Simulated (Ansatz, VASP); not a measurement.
One calculation of MgO2, two programs

File POSCAR:

```
MgO2
1.0
    1.5806896008      0.9126115665      3.5463885580
   -1.5806896008      0.9126115665      3.5463885580
    0.0000000000     -1.8252231330      3.5463885580
Mg O
1 2
Direct
    0.0000000000      0.0000000000      0.0000000000
    0.4287860000      0.4287860000      0.4287860000
    0.5712140000      0.5712140000      0.5712140000
```

File INCAR.step1:

```
SYSTEM = MgO2
  PREC = Accurate
  ENCUT = 520
  ISMEAR = 0
  SIGMA = 0.05
  LREAL = .FALSE.
  LASPH = .TRUE.
  NELM = 80
  NBANDS = 14
  GGA = PE
  ALGO = Normal
  EDIFF = 1E-4
  LWAVE = .TRUE.
  LCHARG = .FALSE.
```

The input INCAR.step2:

```
SYSTEM = MgO2
  PREC = Accurate
  ENCUT = 520
  EDIFF = 1E-6
  ISMEAR = 0
  SIGMA = 0.05
  LREAL = .FALSE.
  LASPH = .TRUE.
  NELM = 80
  ALGO = Normal
  ISIF = 2
  LWAVE = .FALSE.
  LCHARG = .TRUE.
  METAGGA = R2SCAN
  LMIXTAU = .TRUE.
  LELF = .TRUE.
  LVHAR = .TRUE.
  NBANDS = 14
  ISTART = 1
```

The input KPOINTS:

```
regular mesh
0
G
  12 12 12
  0 0 0
```

Input for Ansatz:

```yaml
crystal:
  lattice:
    - [1.5806896008, 0.9126115665, 3.546388558]
    - [-1.5806896008, 0.9126115665, 3.546388558]
    - [0.0, -1.825223133, 3.546388558]
  atoms:
    - { symbol: Mg, position: [0.0, 0.0, 0.0] }
    - { symbol: O, position: [0.428786, 0.428786, 0.428786] }
    - { symbol: O, position: [0.571214, 0.571214, 0.571214] }
basis:
  ecutwfc: 500
kpoints:
  mp_grid: { grid: [12, 12, 12] }
hamiltonian:
  xc: r2scan
scf:
  occupations: { method: gaussian, width: 0.05 }
output:
  forces: true
  stress: true
  eigenvalues: true
  write_density: true
  write_potential: true
  elf: true
  volumetric_format: npy
```

Change from the starting cell: strain -0.015 along x and y, +0.015 along z, atoms carried along.

Alike in both runs: task single point; functional r2SCAN; k mesh 12 × 12 × 12; occupations gaussian, width 0.05 eV; no spin polarisation.

|  | VASP | Ansatz |
| --- | --- | --- |
| version | VASP 6.6.1 | Ansatz 0.2.0 |
| potentials or method | VASP PAW PBE potentials, release 64 (Mg, O), cutoff 520 eV | scalar-relativistic, plane waves, PAW |
| valence electrons in the cell | 14 | 22 |

```csv
,VASP,Ansatz,Ansatz less VASP
gap on the k mesh at the Fermi level (eV),2.56,2.59,+0.028
least direct gap on the mesh (eV),2.56,2.59,+0.028
pressure (GPa),-5.4,-5.0,+0.42
"traceless stress, the component that is largest in VASP (GPa)",-7.28,-8.56,-1.278
rms of the force components (eV/Å),0.244,0.354,+0.1104
```

VASP's potentials were made for PBE, not for r2SCAN. Atom by atom the forces differ by 0.110 eV/Å (rms over components). VASP's potentials hold 14 valence electrons a cell and Ansatz's 22, so a difference there can come from the potentials and not from the codes.
